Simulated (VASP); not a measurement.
Runs of VASP 6.6.1 on Ti. The structure is that of space group Fm-3m (No. 225), or close to it. The cells are those of the table. 

| cell | k mesh | gap on the mesh (eV) | pressure (GPa) |
| --- | --- | --- | --- |
| a = 2.847 Å, angles 60.0°, 1 atom | 18 × 18 × 18 | none | 8.1 |
| a = 2.871 Å, angles 60.0°, 1 atom | 8 × 8 × 8 | none | (c) |
| a = 3.000 Å, angles 60.0°, 1 atom | 18 × 18 × 18 | none | -8.8 |
| a = 2.906 Å, angles 60.0°, 1 atom | 18 × 18 × 18 | none | 0.4 |
| a = 2.871 Å, angles 60.0°, 1 atom | 18 × 18 × 18 | none | 4.8 |
| a = 2.877 Å, angles 60.0°, 1 atom | 18 × 18 × 18 | none | (a) |
| a = 2.816 Å, angles 60.0°, 1 atom | 18 × 18 × 18 | none | 12.7 |
| a = 2.963 Å, angles 60.0°, 1 atom | 18 × 18 × 18 | none | (b) |

Alike in all rows: task single point; level r2SCAN; potentials or basis VASP PAW PBE potentials, release 64 (Ti_sv); no spin polarisation; cutoff (eV) 520; smearing gaussian 0.1 eV.

**Question.** Estimate the missing entries.

**Answer.** (a) 4.0; (b) -5.5; (c) 5.0.

Caveats: the PAW data sets were made with another functional, which shifts forces and pressure a little.

A gap of «none» marks levels without a gap at the run's occupations.
